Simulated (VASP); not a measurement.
Crystal: C.

```
C
1.0
     2.47000    0.00000    0.00000
    -1.23500    2.13908    0.00000
     0.00000    0.00000    6.79000
C
4
Cartesian
  0.0000 0.0000 0.0000
  0.0000 0.0000 3.3950
  0.0000 1.4261 0.0340
  1.2350 0.7130 3.4289
```

Base run:

* Program: VASP 6.6.1
* Functional: PBE
* Potentials or basis: VASP PAW PBE potentials, release 64 (C)
* Cutoff: 520 eV
* k mesh: 10 × 10 × 4
* Occupations: methfessel-paxton, width 0.05 eV
* Spin: no spin polarisation

Its results: band gap on the k mesh 1.26 eV, direct; pressure 0.0 GPa; largest force 0.568 eV/Å.

Question: After a change of settings the same cell gave: band gap on the k mesh 1.72 eV, indirect (least direct gap 1.75 eV); pressure 0.0 GPa; largest force 0.568 eV/Å. Which change was it?
A. k mesh from 10 × 10 × 4 to 3 × 3 × 1
B. k mesh from 10 × 10 × 4 to 6 × 6 × 2
C. k mesh from 10 × 10 × 4 to 8 × 8 × 3
D. k mesh from 10 × 10 × 4 to 5 × 5 × 2

Answer: C.

Caveats: this functional lacks dispersion, which binds the layers, so the pressure and a relaxed spacing across them are unreliable.
